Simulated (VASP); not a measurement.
GaN:

```
Ga N
1.0
     3.18000    0.00000    0.00000
    -1.59000    2.75396    0.00000
     0.00000    0.00000    5.16600
Ga N
2 2
Direct
  0.33333 0.66667 0.00000
  0.66667 0.33333 0.50000
  0.33333 0.66667 0.37500
  0.66667 0.33333 0.87500
```

| Quantity | Value |
| --- | --- |
| Program | VASP 6.6.1 |
| Task | relaxation of cell and atoms |
| Functional | PBE |
| Potentials or basis | VASP PAW PBE potentials, release 64 (Ga_d, N) |
| Cutoff | 600 eV |
| k mesh | 10 × 10 × 6 |
| Occupations | gaussian, width 0.01 eV |
| Spin | no spin polarisation |

At the start: pressure 7.2 GPa; volume 11.31 Å³/atom.

Question: Where does the relaxation end?

Answer: Over 29 steps the energy falls by 10.1 meV/atom and the volume is 11.76 Å³/atom (+4.0 %); space group P6_3mc (No. 186, to 0.1 Å) before and after.

The path:
| step | energy change (eV) | largest force (eV/Å) | pressure (GPa) | volume (Å³) |
| --- | --- | --- | --- | --- |
| 1 | 0.0000 | 0.1347 | 7.17 | 45.24 |
| 2 | -0.0119 | 0.0620 | -5.26 | 48.63 |
| 3 | -0.0402 | 0.0106 | -0.04 | 47.03 |
| 4 | -0.0402 | 0.0127 | 0.13 | 47.00 |
| 5 | -0.0403 | 0.0073 | 0.09 | 47.00 |
| 6 | -0.0403 | 0.0045 | 0.10 | 47.00 |
| 7 | -0.0403 | 0.0015 | -0.09 | 47.05 |
| 8 | -0.0403 | 0.0023 | 0.16 | 47.03 |
| 9 | -0.0403 | 0.0003 | -0.13 | 47.04 |
| 10 | -0.0403 | 0.0015 | -0.04 | 47.03 |
| 11 | -0.0403 | 0.0029 | -0.02 | 47.03 |
| 12 | -0.0403 | 0.0034 | 0.02 | 47.03 |
| 13 | -0.0403 | 0.0023 | -0.09 | 47.03 |
| 14 | -0.0403 | 0.0014 | -0.01 | 47.03 |
| 15 | -0.0403 | 0.0040 | 0.03 | 47.03 |
| 16 | -0.0403 | 0.0003 | -0.02 | 47.03 |
| 17 | -0.0403 | 0.0001 | -0.03 | 47.03 |
| 18 | -0.0403 | 0.0023 | -0.01 | 47.03 |
| 19 | -0.0403 | 0.0009 | -0.03 | 47.03 |
| 20 | -0.0403 | 0.0024 | 0.00 | 47.03 |
| 21 | -0.0403 | 0.0004 | -0.02 | 47.03 |
| 22 | -0.0403 | 0.0011 | -0.01 | 47.03 |
| 23 | -0.0403 | 0.0003 | 0.00 | 47.03 |
| 24 | -0.0403 | 0.0002 | -0.01 | 47.03 |
| 25 | -0.0403 | 0.0017 | -0.02 | 47.03 |
| 26 | -0.0403 | 0.0049 | -0.01 | 47.03 |
| 27 | -0.0403 | 0.0016 | -0.01 | 47.03 |
| 28 | -0.0403 | 0.0010 | -0.01 | 47.03 |
| 29 | -0.0403 | 0.0004 | 0.00 | 47.03 |

Final structure:
```cif
data_structure
_symmetry_space_group_name_H-M 'P 1'
_symmetry_Int_Tables_number 1
_cell_length_a 3.2181
_cell_length_b 3.2181
_cell_length_c 5.2436
_cell_angle_alpha 90.000
_cell_angle_beta 90.000
_cell_angle_gamma 120.000
_cell_volume 47.03
loop_
_atom_site_label
_atom_site_type_symbol
_atom_site_fract_x
_atom_site_fract_y
_atom_site_fract_z
_atom_site_occupancy
Ga1 Ga 0.33333 0.66667 0.99916 1
Ga2 Ga 0.66667 0.33333 0.49916 1
N1 N 0.33333 0.66667 0.37584 1
N2 N 0.66667 0.33333 0.87584 1
```
